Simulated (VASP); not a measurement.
# Ir2Rh (P-3m1) in VASP: further runs, part 2 of 2

VASP 6.6.1.

### 3 Single point, PBE, collinear spin, ferromagnetic start

This run uses another cell than the first one, of 14.45 Å³/atom.

Input file INCAR:

```
PREC = Accurate
ENCUT = 520
EDIFF = 1E-7
ISMEAR = 0
SIGMA = 0.1
LREAL = F
LASPH = T
NELM = 150
ALGO = Normal
ISIF = 2
LWAVE = F
LCHARG = T
ISPIN = 2
MAGMOM = 1 1 1 1 1 1
LORBIT = 11
LMAXMIX = 4
GGA = PE
LELF = T
LVHAR = T
NBANDS = 46
```

Input file KPOINTS:

```
regular mesh
0
Gamma
  6 6 2
```

Input file POSCAR:

```
Ir2Rh
1.0
    2.7617700822      0.0000000000      0.0000000000
   -1.3808850411      2.3917630506      0.0000000000
    0.0000000000      0.0000000000     13.1224609175
Ir Rh
4 2
Direct
    0.3333333333      0.6666666667      0.9157893782
    0.3333333333      0.6666666667      0.2507719545
    0.6666666667      0.3333333333      0.0842106218
    0.6666666667      0.3333333333      0.7492280455
    0.3333333333      0.6666666667      0.5837178283
    0.6666666667      0.3333333333      0.4162821717
```

Potentials or basis: VASP PAW PBE potentials, release 64 (Ir, Rh_pv).

Started as:

```
> cat potpaw_PBE.64/Ir/POTCAR potpaw_PBE.64/Rh_pv/POTCAR > POTCAR
> mpirun -np 1 vasp_std > vasp.out
```

OUTCAR:

```text
PREC = Accurate
   ENCUT = 520
   EDIFF = 1E-7
   ISMEAR = 0
   LREAL = F
   LASPH = T
   NELM = 150
   ISIF = 2
   ISPIN = 2
   LORBIT = 11
   GGA = PE

 ion  position               nearest neighbor table
   1  0.333  0.667  0.916-   4 2.71   4 2.71   4 2.71   3 2.73   3 2.73   3 2.73
   2  0.333  0.667  0.251-   6 2.69   6 2.69   6 2.69   3 2.71   3 2.71   3 2.71
   3  0.667  0.333  0.084-   2 2.71   2 2.71   2 2.71   1 2.73   1 2.73   1 2.73
   4  0.667  0.333  0.749-   5 2.69   5 2.69   5 2.69   1 2.71   1 2.71   1 2.71
   5  0.333  0.667  0.584-   4 2.69   4 2.69   4 2.69   6 2.71   6 2.71   6 2.71
   6  0.667  0.333  0.416-   2 2.69   2 2.69   2 2.69   5 2.71   5 2.71   5 2.71

  LATTYP: Found a hexagonal cell.
 ALAT       =     2.7617700822
 C/A-ratio  =     4.7514675469
[... 1573 lines left out ...]
     -0.00000      1.59451     12.01741         0.000000     -0.000000      0.013907
     -0.00000      1.59451      3.29075         0.000000      0.000000      0.005869
      1.38089      0.79725      1.10505         0.000000      0.000000     -0.013907
      1.38089      0.79725      9.83172         0.000000     -0.000000     -0.005869
     -0.00000      1.59451      7.65981        -0.000000      0.000000     -0.036480
      1.38089      0.79725      5.46265        -0.000000     -0.000000      0.036480
 -----------------------------------------------------------------------------------
    total drift:                               -0.000000      0.000000      0.000000

  FREE ENERGIE OF THE ION-ELECTRON SYSTEM (eV)
  ---------------------------------------------------
  free  energy   TOTEN  =       -49.5329542897 eV

  energy  without entropy=      -49.4835361789  energy(sigma->0) =      -49.50824523

 total charge

# of ion       s       p       d       tot
------------------------------------------
    1        0.658   0.703   6.955   8.315
    2        0.667   0.690   6.930   8.287
    3        0.658   0.703   6.955   8.315
    4        0.667   0.690   6.930   8.287
    5        0.390   6.287   7.062  13.740
    6        0.390   6.287   7.062  13.740
--------------------------------------------------
tot          3.429  15.361  41.894  60.684

 magnetization (x)

# of ion       s       p       d       tot
------------------------------------------
    1        0.000   0.000   0.000   0.000
    2       -0.000   0.000  -0.000  -0.000
    3        0.000   0.000   0.000   0.000
    4       -0.000   0.000  -0.000  -0.000
    5       -0.000   0.000  -0.000  -0.000
    6       -0.000   0.000  -0.000  -0.000
--------------------------------------------------
tot          0.000   0.000  -0.000  -0.000
```

stdout:

```text
POSCAR found type information on POSCAR IrRh
 POSCAR found :  2 types and       6 ions
 scaLAPACK will be used
 LDA part: xc-table for (Slater+PW92), standard interpolation
 POSCAR, INCAR and KPOINTS ok, starting setup
 FFT: planning ... GRIDC
 FFT: planning ... GRID_SOFT
 FFT: planning ... GRID
 WAVECAR not read
 entering main loop
```

Run time: 1.8 min. Hardware: 1 thread of Intel Xeon 6975P-C (Granite Rapids), shared host; peak memory 0.32 GiB.

Results:

```yaml
Free_energy: -49.5330 eV
Pressure: 0.2 GPa
Largest_force: 0.036 eV/Å
Band_gap_on_the_k_mesh: zero (filled and empty bands overlap)
Net_moment: 0.00 μB per cell
Valence_electrons_inside_the_program's_atomic_spheres: Ir 8.31, 8.29 (each value once); Rh 13.74
```

Forces in eV/Å, atoms in the order of the input:
```
Ir   0.000  0.000  0.014
Ir   0.000  0.000  0.006
Ir   0.000  0.000 -0.014
Ir   0.000  0.000 -0.006
Rh   0.000  0.000 -0.036
Rh   0.000  0.000  0.036
```

Levels at points of the mesh, in eV from the Fermi level:
Spin up:
| k point | band 32 | band 33 | band 34 | band 35 | band 36 | band 37 |
| --- | --- | --- | --- | --- | --- | --- |
| (0.00, 0.00, 0.00) | -1.12 | -1.12 | -1.11 | -1.11 | -0.01 | -0.01 |
| (0.50, 0.00, 0.00) | 0.77 | 0.91 | 0.95 | 1.04 | 1.04 | 1.10 |
| (0.00, 0.00, 0.50) | -1.81 | -1.24 | -0.76 | -0.41 | -0.41 | -0.39 |
| (0.50, 0.00, 0.50) | 0.63 | 0.81 | 0.92 | 1.04 | 1.10 | 1.89 |
Spin down:
```
           k point  band 32  band 33  band 34  band 35  band 36  band 37
(0.00, 0.00, 0.00)    -1.12    -1.12    -1.11    -1.11    -0.01    -0.01
(0.50, 0.00, 0.00)     0.77     0.91     0.95     1.04     1.04     1.10
(0.00, 0.00, 0.50)    -1.81    -1.24    -0.76    -0.41    -0.41    -0.39
(0.50, 0.00, 0.50)     0.63     0.81     0.92     1.04     1.10     1.89
```

Caveat: the k points lie up to 0.44 Å⁻¹ apart, too coarse for converged energies and pressures of a metal; spin-orbit coupling is left out, which moves the levels of the heavy elements.

### 4 Single point, PBE

This run uses another cell than the first one, of 14.41 Å³/atom.

Input file INCAR:

```
PREC = Accurate ; ENCUT = 520
EDIFF = 1E-6 ; ISMEAR = 0
SIGMA = 0.1 ; LREAL = False
LASPH = True ; NELM = 80
ALGO = Fast ; ISIF = 2
LWAVE = False ; LCHARG = False
GGA = PE ; NBANDS = 42
```

Input file KPOINTS:

```
Automatic mesh
0
Gamma
  18 18 4
```

Input file POSCAR:

```
Ir2Rh
1.0
    2.7407272518      0.0000000000      0.0000000000
   -1.3703636259      2.3735394249      0.0000000000
    0.0000000000      0.0000000000     13.2917778972
Ir Rh
4 2
Direct
    0.3333333333      0.6666666667      0.9159163839
    0.3333333333      0.6666666667      0.2509280373
    0.6666666667      0.3333333333      0.0840836161
    0.6666666667      0.3333333333      0.7490719627
    0.3333333333      0.6666666667      0.5833912655
    0.6666666667      0.3333333333      0.4166087345
```

Started as:

```
> cat potpaw_PBE.64/Ir/POTCAR potpaw_PBE.64/Rh_pv/POTCAR > POTCAR
> mpirun -np 1 vasp_std > vasp.out
```

Run time: 5.2 min. Hardware: 1 thread of Intel Xeon 6975P-C (Granite Rapids), shared host; peak memory 0.49 GiB.

The run converged. Its results:

| Quantity | Value |
| --- | --- |
| Free energy | -49.6304 eV |
| Pressure | 0.4 GPa |
| Largest force | 0.020 eV/Å |
| Band gap on the k mesh | zero (bands 33 and 34 overlap by 2.56 eV) |

Forces in eV/Å, atoms in the order of the input:
```
Ir   0.000  0.000  0.007
Ir   0.000  0.000  0.020
Ir   0.000  0.000 -0.007
Ir   0.000  0.000 -0.020
Rh   0.000  0.000 -0.020
Rh   0.000  0.000  0.020
```

Levels at points of the mesh, in eV from the Fermi level:
| k point | band 28 | band 29 | band 30 | band 31 | band 32 | band 33 | band 34 | band 35 | band 36 | band 37 |
| --- | --- | --- | --- | --- | --- | --- | --- | --- | --- | --- |
| (0.00, 0.00, 0.00) | -2.64 | -2.64 | -2.15 | -2.15 | -1.13 | -1.13 | -1.13 | -1.13 | -0.15 | -0.07 |
| (0.50, 0.00, 0.00) | 0.39 | 0.39 | 0.52 | 0.55 | 0.78 | 0.82 | 0.92 | 1.00 | 1.04 | 1.06 |
| (0.00, 0.00, 0.50) | -2.67 | -1.87 | -1.87 | -1.75 | -1.75 | -1.46 | -0.94 | -0.46 | -0.46 | -0.45 |
| (0.50, 0.00, 0.50) | -0.58 | 0.20 | 0.26 | 0.52 | 0.55 | 0.80 | 0.92 | 1.04 | 1.09 | 1.84 |

Caveat: spin-orbit coupling is left out, which moves the levels of the heavy elements.

### 5 Summary

```csv
task,spin,cell,k mesh,cutoff (eV),gap on the mesh (eV),pressure (GPa),largest force (eV/Å)
relaxation of cell and atoms,off,"relaxed from a = 2.728, b = 2.728, c = 13.031 Å, angles 90.0, 90.0, 120.0°, 6 atoms, atomic positions A",6 × 6 × 2,600,none,-0.3,0.03
single point,"collinear, ferromagnetic start","a = 2.762, b = 2.762, c = 13.122 Å, angles 90.0, 90.0, 120.0°, 6 atoms, atomic positions B",6 × 6 × 2,520,none,0.2,0.04
single point,off,"a = 2.741, b = 2.741, c = 13.292 Å, angles 90.0, 90.0, 120.0°, 6 atoms, atomic positions C",18 × 18 × 4,520,none,0.4,0.02
```

Alike in all rows: level PBE; potentials or basis VASP PAW PBE potentials, release 64 (Ir, Rh_pv); smearing gaussian 0.1 eV.

Caveats: some runs use coarse meshes; spin-orbit coupling is left out, which moves the levels of the heavy elements; the highest band is partly filled, so the run has too few bands (at least some runs).

Absolute energies hang on the potentials; compare differences alone.
